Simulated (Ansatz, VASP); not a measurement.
**Y2ScAs3 in VASP and in Ansatz**

```xyz
6
Lattice="3.2541 1.8788 4.0269 -3.2541 1.8788 4.0269 0.0000 -3.7576 4.0269" Properties=species:S:1:pos:R:3 pbc="T T T"
Y     0.0000    0.0000    9.2117
Y     0.0000    0.0000    2.8689
Sc    0.0000    0.0000    0.0000
As    0.0000    1.8788    4.0269
As   -1.6271   -0.9394    4.0269
As    1.6271   -0.9394    4.0269
```

Alike in both runs: task single point; functional PBE; k mesh 3 × 3 × 3; occupations gaussian, width 0.1 eV; no spin polarisation.

```csv
,VASP,Ansatz
version,VASP 6.6.1,Ansatz 0.2.0
potentials or method,"VASP PAW PBE potentials, release 64 (Y_sv, Sc_sv, As), cutoff 520 eV","scalar-relativistic, plane waves, PAW"
valence electrons in the cell,48,78
```

Ansatz gave:

- gap on the k mesh at the Fermi level (eV): none
- rms of the force components (eV/Å): 4.494

Problem. Which values does VASP return?

Solution. gap on the k mesh at the Fermi level (eV): none; rms of the force components (eV/Å): 4.520.

Atom by atom the forces differ by 0.026 eV/Å (rms over components). A gap of «none» marks a metal or a gap that the smearing closes. VASP's potentials hold 48 valence electrons a cell and Ansatz's 78, so a difference there can come from the potentials and not from the codes.

The k mesh is coarse, so the values compare programs but aren't converged.
